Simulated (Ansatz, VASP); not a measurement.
# Ti: VASP beside Ansatz

```
CELL_PARAMETERS angstrom
2.95000 -0.04425 -0.04425
-1.51332 2.57690 -0.01620
-0.07029 -0.07029 4.68600
ATOMIC_POSITIONS crystal
Ti 0.33333 0.66667 0.25000
Ti 0.66667 0.33333 0.75000
```

Change from the starting cell: equal xy, yz and zx shear strains of -3 %, PAW files.

Alike in both runs: task electric field gradients; functional PBE; k mesh 13 × 13 × 7; occupations fermi-dirac, width 0.08 eV; no spin polarisation.

```csv
,VASP,Ansatz
version,VASP 6.6.1,Ansatz 0.2.0
potentials or method,"VASP PAW PBE potentials, release 64 (Ti_sv)","PAW with Ansatz's default frozen-core files, scalar-relativistic"
plane-wave cutoff (eV),520,420
valence electrons in the cell,24,24
```

|  | VASP | Ansatz | Ansatz less VASP |
| --- | --- | --- | --- |
| pressure (GPa) | -1.7 | -1.5 | +0.25 |
| traceless stress, the component that is largest in VASP (GPa) | 1.91 | 1.92 | +0.011 |
| rms of the force components (eV/Å) | 0.048 | 0.049 | +0.0005 |
| size of Vzz on the site where it differs most (V/Å²) | 16.9 | 18.6 | +1.71 |

Atom by atom the forces differ by 0.000 eV/Å (rms over components).
